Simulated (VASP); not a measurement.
Set up this calculation in VASP 6.6.1, as the native input.

| Property | Result |
| --- | --- |
| Task | single point |
| Functional | PBE |
| Potentials or basis | VASP PAW PBE potentials, release 64 (As) |
| Cutoff | 520 eV |
| k mesh | 11 × 11 × 11 |
| Occupations | fermi-dirac, width 0.05 eV |
| Spin | no spin polarisation |
| Dipole correction | no |
| Further INCAR settings | ALGO = Normal; EDIFF = 1e-07; NBANDS = 12 |

The structure of As lies in POSCAR:

```
As
1.0
    1.8797494575      1.0852738553      3.4857700000
   -1.8797494575      1.0852738553      3.4857700000
    0.0000000000     -2.1705477106      3.4857700000
As
2
Direct
    0.2288025045      0.2288025045      0.2288025045
    0.7711974955      0.7711974955      0.7711974955
```

One way to write it, as run:

INCAR

```
SYSTEM = As
ALGO     = Normal         ! electronic algorithm
EDIFF    = 1E-7           ! SCF threshold, eV
ENCUT    = 520            ! plane-wave cutoff, eV
GGA      = PE             ! functional
ISIF     = 2              ! what is computed and relaxed
ISMEAR   = -1             ! smearing method
LASPH    = .True.         ! aspherical terms in the spheres
LCHARG   = .True.         ! write CHGCAR
LELF     = .True.         ! ELF
LREAL    = .False.        ! projectors in reciprocal space
LVHAR    = .True.       
LWAVE    = .False.        ! write WAVECAR
NBANDS   = 12             ! bands
NELM     = 60             ! most SCF steps
PREC     = Accurate       ! precision mode
SIGMA    = 0.05           ! smearing width, eV
```

KPOINTS

```
k-points
0
Gamma
  11 11 11
  0 0 0
```

Potentials or basis: VASP PAW PBE potentials, release 64 (As).

The run is started by

```console
$ cat potpaw_PBE.64/As/POTCAR > POTCAR
$ mpirun -np 1 vasp_std > vasp.out
```

It gave:

```json
{
  "Pressure": "3.2 GPa",
  "Largest force": "0.051 eV/Å",
  "Band gap on the k mesh": "zero (band 5 reaches 5.83 eV, above the bottom of band 6 at 5.48 eV)"
}
```

Run time: 29 s on 1 thread of Intel(R) Xeon(R) Platinum 8488C (Sapphire Rapids), with other jobs on the host, peak memory 0.21 GiB.
